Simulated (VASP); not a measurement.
**Pd: single point with PBEsol**

Pd:

```xyz
1
Lattice="-1.5094 1.5094 1.5723 1.5094 -1.5094 1.5723 1.5094 1.5094 -1.5723" Properties=species:S:1:pos:R:3 pbc="T T T"
Pd    0.0000    0.0000    0.0000
```

```
Program             : VASP 6.6.1
Task                : single point
Functional          : PBEsol
Potentials or basis : VASP PAW PBE potentials, release 64 (Pd)
Cutoff              : 500 eV
k mesh              : 12 × 12 × 12
Occupations         : fermi-dirac, width 0.05 eV
Spin                : no spin polarisation
```

```yaml
Pressure: 4.4 GPa
Band_gap_on_the_k_mesh: zero (bands 5 and 6 overlap by 1.78 eV)
```

Stress tensor (GPa, compression positive):
```
3.71 0.00 0.00
0.00 3.71 0.00
0.00 0.00 5.83
```

Levels at points of the mesh, in eV from the Fermi level:
```
           k point  band 1  band 2  band 3  band 4  band 5  band 6  band 7  band 8  band 9  band 10
(0.00, 0.00, 0.00)   -7.44   -3.18   -3.18   -2.89   -1.18   -0.82   18.89   19.68   19.68    26.18
(0.50, 0.00, 0.00)   -5.56   -4.25   -1.25   -0.71    0.64    1.19    8.05   15.35   18.47    25.09
(0.50, 0.50, 0.00)   -5.58   -4.58   -0.82   -0.62    0.71    1.48    8.49   14.85   17.42    24.43
(0.50, 0.50, 0.50)   -5.53   -5.49    0.20    0.29    0.29    8.44    9.73    9.73   17.23    18.52
```

It took 38 s on 1 thread of Intel Xeon 8259CL, on a shared host, peak memory 0.14 GiB.

Caveat: the cell stands under pressure; the PAW data sets were made with another functional, which shifts forces and pressure a little.
